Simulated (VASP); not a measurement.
# Hf3Si2F (P-6m2) in VASP: notebook

Hf3Si2F is run at these levels: PBE; tasks: single point, relaxation of cell and atoms.

All numbers are computed with VASP 6.6.1; they aren't measurements. Logs are shortened: lines on timing, memory, paths and dates and some standing lists are left out, and cuts for length are marked.

## Step 1: The cell of the first run

It takes space group P-6m2 (No. 187, hexagonal). Conventional cell: a = 4.504 Å, b = 4.504 Å, c = 5.894 Å, α = 90.00°, β = 90.00°, γ = 120.00°. Within 3.4 Å of Hf (site symmetry -6m2) lie 3 Hf at 2.60 Å and 6 Si at 2.90 Å and 2 F at 2.95 Å. Within 3.4 Å of Hf (site symmetry -6m2) lie 3 F at 2.60 Å and 2 Hf at 2.95 Å and 6 Si at 3.09 Å. Hf (site symmetry -6m2) has 5 Hf at 2.60 to 2.95 Å and 6 Si at 2.90 Å within 3.4 Å. Si (site symmetry 3m) has 2 Si at 2.55 to 3.35 Å and 9 Hf at 2.90 to 3.09 Å and 3 F at 3.09 Å within 3.4 Å. Within 3.4 Å of F (site symmetry -6m2) lie 5 Hf at 2.60 to 2.95 Å and 6 Si at 3.09 Å.

The cell was generated, and may not be a known phase.

## Step 2: Single point, PBE

INCAR

```
SYSTEM = Hf3Si2F
ALGO     = Normal         ! electronic algorithm
EDIFF    = 1E-6           ! SCF threshold, eV
ENCUT    = 520            ! plane-wave cutoff, eV
GGA      = PE             ! functional
ISIF     = 2              ! what is computed and relaxed
ISMEAR   = 0              ! smearing method
LASPH    = .True.         ! aspherical terms in the spheres
LCHARG   = .False.        ! write CHGCAR
LREAL    = .False.        ! projectors in reciprocal space
LWAVE    = .False.        ! write WAVECAR
NBANDS   = 32             ! bands
NELM     = 80             ! most SCF steps
PREC     = Accurate       ! precision mode
SIGMA    = 0.1            ! smearing width, eV
```

KPOINTS

```
k-points
0
Gamma
  6 6 2
  0 0 0
```

POSCAR

```
Hf3Si2F
1.0
    4.5036217910      0.0000000000      0.0000000000
   -2.2518108955      3.9002508800      0.0000000000
    0.0000000000      0.0000000000      5.8942083686
Hf Si F
3 2 1
Direct
    0.6666666667      0.3333333333      0.5000000000
    0.0000000000      0.0000000000      0.0000000000
    0.0000000000      0.0000000000      0.5000000000
    0.3333333333      0.6666666667      0.2839430919
    0.3333333333      0.6666666667      0.7160569081
    0.6666666667      0.3333333333      0.0000000000
```

Potentials or basis: VASP PAW PBE potentials, release 64 (Hf_pv, Si, F).

On the command line:

```
$ cat potpaw_PBE.64/Hf_pv/POTCAR potpaw_PBE.64/Si/POTCAR potpaw_PBE.64/F/POTCAR > POTCAR
$ mpirun -np 1 vasp_std > vasp.out
```

OUTCAR:

```text
SYSTEM = Hf3Si2F
   EDIFF = 1E-6
   ENCUT = 520
   GGA = PE
   ISIF = 2
   ISMEAR = 0
   LASPH = .True.
   LREAL = .False.
   NELM = 80
   PREC = Accurate

 ion  position               nearest neighbor table
   1  0.667  0.333  0.500-   3 2.60   3 2.60   3 2.60   5 2.90   4 2.90   5 2.90   4 2.90   5 2.90
                             4 2.90
   2  0.000  0.000  0.000-   6 2.60   6 2.60   6 2.60   3 2.95   3 2.95   5 3.09   4 3.09   4 3.09
                             5 3.09   4 3.09   5 3.09
   3  0.000  0.000  0.500-   1 2.60   1 2.60   1 2.60   5 2.90   4 2.90   4 2.90   5 2.90   4 2.90
                             5 2.90   2 2.95   2 2.95
   4  0.333  0.667  0.284-   5 2.55   1 2.90   3 2.90   1 2.90   3 2.90   3 2.90   1 2.90   2 3.09
                             2 3.09   2 3.09
   5  0.333  0.667  0.716-   4 2.55   1 2.90   3 2.90   1 2.90   3 2.90   3 2.90   1 2.90   2 3.09
                             2 3.09   2 3.09
   6  0.667  0.333  0.000-   2 2.60   2 2.60   2 2.60

  LATTYP: Found a hexagonal cell.
 ALAT       =     4.5036217910
 C/A-ratio  =     1.3087707277

  Lattice vectors:

 A1 = (   4.5036217910,   0.0000000000,   0.0000000000)
 A2 = (  -2.2518108955,   3.9002508800,   0.0000000000)
 A3 = (   0.0000000000,   0.0000000000,   5.8942083686)

Analysis of symmetry for initial positions (statically):
=====================================================================
 Subroutine PRICEL returns:
 Original cell was already a primitive cell.

 Routine SETGRP: Setting up the symmetry group for a
 hexagonal supercell.

 Subroutine GETGRP returns: Found 12 space group operations
 (whereof 12 operations were pure point group operations)
 out of a pool of 24 trial point group operations.

The static configuration has the point symmetry D_3h.

Analysis of symmetry for dynamics (positions and initial velocities):
=====================================================================
 Subroutine PRICEL returns:
 Original cell was already a primitive cell.

 Routine SETGRP: Setting up the symmetry group for a
 hexagonal supercell.

 Subroutine GETGRP returns: Found 12 space group operations
 (whereof 12 operations were pure point group operations)
 out of a pool of 24 trial point group operations.

The dynamic configuration has the point symmetry D_3h.

 Subroutine INISYM returns: Found 12 space group operations
 (whereof 12 operations are pure point group operations),
 and found     1 'primitive' translations

----------------------------------------------------------------------------------------

                                     Primitive cell

  volume of cell :     103.5333

  direct lattice vectors                    reciprocal lattice vectors
     4.503621791  0.000000000  0.000000000     0.222043512  0.128196882  0.000000000
    -2.251810895  3.900250880  0.000000000     0.000000000  0.256393763  0.000000000
     0.000000000  0.000000000  5.894208369     0.000000000  0.000000000  0.169658067

  length of vectors
     4.503621791  4.503621791  5.894208369     0.256393763  0.256393763  0.169658067

  position of ions in fractional coordinates (direct lattice)
     0.666666667  0.333333333  0.500000000
     0.000000000  0.000000000  0.000000000
     0.000000000  0.000000000  0.500000000
     0.333333333  0.666666667  0.283943092
     0.333333333  0.666666667  0.716056908
     0.666666667  0.333333333  0.000000000

  ion indices of the primitive-cell ions
   primitive index   ion index
                 1           1
                 2           2
                 3           3
                 4           4
                 5           5
                 6           6

----------------------------------------------------------------------------------------

 KPOINTS: k-points

Automatic generation of k-mesh.
 Grid dimensions read from file:
 generate k-points for:    6    6    2

 Generating k-lattice:

  Cartesian coordinates                     Fractional coordinates (reciprocal lattice)
     0.037007252  0.021366147  0.000000000     0.166666667 -0.000000000  0.000000000
     0.000000000  0.042732294  0.000000000     0.000000000  0.166666667  0.000000000
     0.000000000  0.000000000  0.084829034     0.000000000  0.000000000  0.500000000

  Length of vectors
     0.042732294  0.042732294  0.084829034

  Shift w.r.t. Gamma in fractional coordinates (k-lattice)
     0.000000000  0.000000000  0.000000000

 Subroutine IBZKPT returns following result:
 ===========================================

 Found     14 irreducible k-points:

 Following reciprocal coordinates:
            Coordinates               Weight
  0.000000  0.000000  0.000000      1.000000
  0.166667 -0.000000  0.000000      6.000000
  0.333333  0.000000  0.000000      6.000000
  0.500000 -0.000000  0.000000      3.000000
  0.166667  0.166667  0.000000      6.000000
  0.333333  0.166667  0.000000     12.000000
  0.333333  0.333333  0.000000      2.000000
  0.000000  0.000000  0.500000      1.000000
  0.166667 -0.000000  0.500000      6.000000
  0.333333  0.000000  0.500000      6.000000
  0.500000 -0.000000  0.500000      3.000000
  0.166667  0.166667  0.500000      6.000000
  0.333333  0.166667  0.500000     12.000000
  0.333333  0.333333  0.500000      2.000000
   k-points           NKPTS =     14   k-points in BZ     NKDIM =     14   number of bands    NBANDS=     32
   number of dos      NEDOS =    301   number of ions     NIONS =      6
   total plane-waves  NPLWV =  62208
   dimension x,y,z NGX =    36 NGY =   36 NGZ =   48
   dimension x,y,z NGXF=    72 NGYF=   72 NGZF=   96
   ions per type =               3   2   1
   NGX,Y,Z   is equivalent  to a cutoff of  13.29, 13.29, 13.54 a.u.
   NGXF,Y,Z  is equivalent  to a cutoff of  26.58, 26.58, 27.08 a.u.
 SYSTEM =  Hf3Si2F
   PREC   = accura    normal or accurate (medium, high low for compatibility)
   ISTART =      0    job   : 0-new  1-cont  2-samecut
   ICHARG =      2    charge: 1-file 2-atom 10-const
   ISPIN  =      1    spin polarized calculation?
   LNONCOLLINEAR =      F non collinear calculations
   LSORBIT =      F    spin-orbit coupling
   LASPH  =      T    aspherical Exc in radial PAW
   ENCUT  =  520.0 eV  38.22 Ry    6.18 a.u.   8.37  8.37 10.96*2*pi/ulx,y,z
   NELM   =     80;   NELMIN=  2; NELMDL= -5     # of ELM steps
   EDIFF  = 0.1E-05   stopping-criterion for ELM
   LREAL  =      F    real-space projection
   EDIFFG = 0.1E-04   stopping-criterion for IOM
   NSW    =      0    number of steps for IOM
   IBRION =     -1    ionic relax: 0-MD 1-quasi-New 2-CG
   NFREE  =      0    steps in history (QN), initial steepest desc. (CG)
   ISIF   =      2    stress and relaxation
   ISYM   =      2    0-nonsym 1-usesym 2-fastsym
   POTIM  = 0.5000    time-step for ionic-motion
   TEBEG  =    0.0;   TEEND  =   0.0 temperature during run
   PSTRESS=    0.0 pullay stress
   NELECT =      45.0000    total number of electrons
   NUPDOWN=      -1.0000    fix difference up-down
   EMIN   =  10.00;   EMAX   =-10.00  energy-range for DOS
   EFERMI =   0.00;   METHOD = LEGACY
   ISMEAR =     0;   SIGMA  =   0.10  broadening in eV -4-tet -1-fermi 0-gaus
   EFERMI_NEDOS =   21; number of points for ismear=-14 and -15
   IALGO  =     38    algorithm
   IMIX   =      4    mixing-type and parameters
     AMIX     =   0.40;   BMIX     =  1.00
     AMIX_MAG =   1.60;   BMIX_MAG =  1.00
  volume/ion in A,a.u.               =      17.26       116.45
  Fermi-wavevector in a.u.,A,eV,Ry     =   1.240088  2.343426 20.923273  1.537817
  Thomas-Fermi vector in A             =   2.374543
   LORBIT       =      0    0 simple, 1 ext, 2 COOP (PROOUT), +10 PAW based schemes
   GGA     = PE    functional components
   LHFCALC =     F    Hartree Fock is set to
   AEXX    =    0.0000 exact exchange contribution
   IVDW    =     0    specifies the selected vdW correction
   LEPSILON=     F    determine dielectric tensor
   LRPA    =     F    only Hartree local field effects (RPA)
 non-spin polarized calculation
 Gauss-broadening in eV      SIGMA  =   0.10
  energy-cutoff  :      520.00
  volume of cell :      103.53
 maximum number of plane-waves:      2830
 NGX is ok and might be reduce to    36
   NGX = 17   NGY = 17   NGZ = 21

 number of electron      44.9999996 magnetization

 Free energy of the ion-electron system (eV)
  ---------------------------------------------------
  ext. energy  EPLUGINS =         0.00000000
  ---------------------------------------------------
  free energy    TOTEN  =       -44.96058478 eV

  energy without entropy =      -44.94773501  energy(sigma->0) =      -44.95415990

 E-fermi :   6.3303     XC(G=0): -11.1733

 val. band max:        6.3158440270   @ k =   0.3333   0.3333   0.0000
 cond. band min:       6.3315854821   @ k =   0.1667  -0.0000   0.5000
 fundamental gap:      0.0157414551
 Fermi energy:         6.3303132751

 k-point     1 :       0.0000    0.0000    0.0000
  band No.  band energies     occupation
      1     -25.7935      2.00000
      2     -25.7935      2.00000
      3     -25.5918      2.00000
      4     -25.0098      2.00000
      5     -25.0098      2.00000
      6     -24.6096      2.00000
[... 24 lines left out ...]
     31       9.7754      0.00000
     32      11.2310      0.00000

 k-point     2 :       0.1667   -0.0000    0.0000
  band No.  band energies     occupation
      1     -25.7992      2.00000
      2     -25.7945      2.00000
      3     -25.5899      2.00000
      4     -25.0446      2.00000
      5     -24.9510      2.00000
      6     -24.6016      2.00000
[... 24 lines left out ...]
     31       9.7822      0.00000
     32      10.6672      0.00000
[... 383 lines left out ...]
     31       9.4836      0.00000
     32       9.6157      0.00000

 k-point    14 :       0.3333    0.3333    0.5000
  band No.  band energies     occupation
      1     -25.8130      2.00000
      2     -25.8017      2.00000
      3     -25.5115      2.00000
      4     -25.2182      2.00000
      5     -24.5727      2.00000
      6     -24.5367      2.00000
[... 24 lines left out ...]
     31       9.3513      0.00000
     32       9.5100      0.00000

------------------------ aborting loop because EDIFF is reached ----------------------------------------

  FORCE on cell =-STRESS in cart. coord.  units (eV):
  Direction    XX          YY          ZZ          XY          YZ          ZX
  --------------------------------------------------------------------------------------
  -------------------------------------------------------------------------------------
  Total       -0.3753924     -0.3753924     -0.2507886      0.0000000      0.0000000      0.0000000
  in kB       -5.8091974     -5.8091974     -3.8809534      0.0000000      0.0000000      0.0000000
  external PRESSURE =      -5.1664494 kB  Pullay stress =       0.0000000 kB

 VOLUME and BASIS-vectors are now :
 -----------------------------------------------------------------------------
  energy-cutoff  :      520.00
  volume of cell :      103.53
      direct lattice vectors                 reciprocal lattice vectors
     4.503621791  0.000000000  0.000000000     0.222043512  0.128196882  0.000000000
    -2.251810895  3.900250880  0.000000000     0.000000000  0.256393763  0.000000000
     0.000000000  0.000000000  5.894208369     0.000000000  0.000000000  0.169658067

 POSITION                                       TOTAL-FORCE (eV/Angst)
 -----------------------------------------------------------------------------------
      2.25181      1.30008      2.94710        -0.000000      0.000000      0.000000
      0.00000      0.00000      0.00000        -0.000000      0.000000      0.000000
      0.00000      0.00000      2.94710        -0.000000      0.000000      0.000000
     -0.00000      2.60017      1.67362        -0.000000      0.000000     -0.022913
     -0.00000      2.60017      4.22059        -0.000000      0.000000      0.022913
      2.25181      1.30008      0.00000         0.000000     -0.000000      0.000000
 -----------------------------------------------------------------------------------
    total drift:                               -0.000000      0.000000      0.000000

  FREE ENERGIE OF THE ION-ELECTRON SYSTEM (eV)
  ---------------------------------------------------
  free  energy   TOTEN  =       -44.9605847848 eV

  energy  without entropy=      -44.9477350096  energy(sigma->0) =      -44.95415990
```

Wall time 56 s (1 thread of Intel Xeon Platinum 8259CL at 2.50GHz (Skylake/Cascade Lake), shared host); peak memory 0.25 GiB.

What came out:

| Item | Value |
| --- | --- |
| Free energy | -44.9606 eV |
| Pressure | -0.5 GPa |
| Largest force | 0.023 eV/Å |
| Band gap on the k mesh | zero (an odd number of electrons rules out a gap without spin polarisation) |

Forces in eV/Å, atoms in the order of the input:
```
Hf   0.000  0.000  0.000
Hf   0.000  0.000  0.000
Hf   0.000  0.000  0.000
Si   0.000  0.000 -0.023
Si   0.000  0.000  0.023
F    0.000  0.000  0.000
```

Caveat: the k points lie up to 0.53 Å⁻¹ apart, too coarse for converged energies and pressures of a metal; spin-orbit coupling is left out, which moves the levels of the heavy elements; an odd number of electrons without spin polarisation forces a metal; a magnetic or distorted state may lie lower.

(Continued in part 2 of 3.)

The gap in the log of VASP goes by the Fermi energy; the results here count the filled bands.